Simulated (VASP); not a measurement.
Os: single point with r2SCAN

The system is Os.

```xyz
3
Lattice="1.4328 0.8272 6.9246 -1.4328 0.8272 6.9246 0.0000 -1.6544 6.9246" Properties=species:S:1:pos:R:3 pbc="T T T"
Os    0.0000    0.0000    0.0000
Os    0.0000    0.0000    4.6163
Os    0.0000    0.0000   16.1574
```

| Property | Result |
| --- | --- |
| Program | VASP 6.6.1 |
| Task | single point |
| Functional | r2SCAN |
| Potentials or basis | VASP PAW PBE potentials, release 64 (Os) |
| Cutoff | 520 eV |
| k mesh | 9 × 9 × 9 |
| Occupations | gaussian, width 0.1 eV |
| Spin | no spin polarisation |
| Dipole correction | no |
| Further INCAR settings | ALGO = Normal; EDIFF = 1e-06; NBANDS = 19 |

```yaml
Pressure: -45.7 GPa
Largest_force: 0.651 eV/Å
Band_gap_on_the_k_mesh: zero (band 12 reaches 8.60 eV, above the bottom of band 13 at 5.79 eV)
```

Forces in eV/Å, atoms in the order of the input:
```
Os   0.000  0.000  0.000
Os   0.000  0.000 -0.651
Os   0.000  0.000  0.651
```

Stress tensor (GPa, compression positive):
```
-43.41   0.00   0.00
  0.00 -43.41   0.00
  0.00   0.00 -50.17
```

Levels at points of the mesh, in eV from the Fermi level:
```
           k point  band 9  band 10  band 11  band 12  band 13  band 14  band 15  band 16
(0.00, 0.00, 0.00)   -2.54    -2.54    -2.23    -2.23    -0.89    -0.89     0.69     0.69
```

It took 29 min on 1 thread of AMD EPYC 9R45 (Zen 5), with other jobs on the host, peak memory 0.38 GiB.

Caveat: the PAW data sets were made with another functional, which shifts forces and pressure a little; spin-orbit coupling is left out, which moves the levels of the heavy elements.
